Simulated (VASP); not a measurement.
Crystal: Bi.

```
Bi
1.0
    -1.80720    1.80720    1.80720
     1.80720   -1.80720    1.80720
     1.80720    1.80720   -1.80720
Bi
1
Direct
  0.00000 0.00000 0.00000
```

This isn't the form of Bi at room conditions, which is rhombohedral.

* Program: VASP 6.6.1
* Task: relaxation of cell and atoms
* Functional: PBE
* Dispersion: D3(BJ)
* Potentials or basis: VASP PAW PBE potentials, release 64 (Bi_d)
* Cutoff: 600 eV
* k mesh: 13 × 13 × 13
* Occupations: fermi-dirac, width 0.08 eV
* Spin: no spin polarisation

At the start: pressure 25.2 GPa; volume 23.61 Å³/atom.

Task: How do energy, volume and symmetry change on relaxing?

Result: Over 23 steps the energy falls by 410.4 meV/atom and the volume is 30.20 Å³/atom (+27.9 %); space group Im-3m (No. 229, to 0.1 Å) before and after.

The path:
| step | energy change (eV) | largest force (eV/Å) | pressure (GPa) | volume (Å³) |
| --- | --- | --- | --- | --- |
| 1 | 0.0000 | 0.0000 | 25.19 | 23.61 |
| 2 | -0.1338 | 0.0000 | -8.25 | 38.70 |
| 3 | -0.4102 | 0.0000 | -0.32 | 30.39 |
| 4 | -0.4103 | 0.0000 | -0.06 | 30.24 |
| 5 | -0.4103 | 0.0000 | 0.21 | 30.10 |
| 6 | -0.4103 | 0.0000 | 0.24 | 30.10 |
| 7 | -0.4103 | 0.0000 | 0.21 | 30.10 |
| 8 | -0.4103 | 0.0000 | 0.20 | 30.10 |
| 9 | -0.4103 | 0.0000 | 0.20 | 30.10 |
| 10 | -0.4103 | 0.0000 | 0.20 | 30.10 |
| 11 | -0.4103 | 0.0000 | 0.20 | 30.10 |
| 12 | -0.4103 | 0.0000 | 0.21 | 30.11 |
| 13 | -0.4103 | 0.0000 | 0.22 | 30.11 |
| 14 | -0.4103 | 0.0000 | 0.19 | 30.11 |
| 15 | -0.4103 | 0.0000 | 0.19 | 30.12 |
| 16 | -0.4103 | 0.0000 | 0.18 | 30.13 |
| 17 | -0.4103 | 0.0000 | 0.17 | 30.15 |
| 18 | -0.4104 | 0.0000 | 0.14 | 30.19 |
| 19 | -0.4103 | 0.0000 | -0.17 | 30.28 |
| 20 | -0.4104 | 0.0000 | -0.05 | 30.23 |
| 21 | -0.4104 | 0.0000 | -0.07 | 30.22 |
| 22 | -0.4104 | 0.0000 | -0.05 | 30.21 |
| 23 | -0.4104 | 0.0000 | -0.02 | 30.20 |

Final structure:
```cif
data_structure
_symmetry_space_group_name_H-M 'P 1'
_symmetry_Int_Tables_number 1
_cell_length_a 3.3980
_cell_length_b 3.3980
_cell_length_c 3.3980
_cell_angle_alpha 109.471
_cell_angle_beta 109.471
_cell_angle_gamma 109.471
_cell_volume 30.20
loop_
_atom_site_label
_atom_site_type_symbol
_atom_site_fract_x
_atom_site_fract_y
_atom_site_fract_z
_atom_site_occupancy
Bi1 Bi 0.00000 0.00000 0.00000 1
```

Caveat: the volume moved by over 15 % at a fixed basis, so the end points are rough.
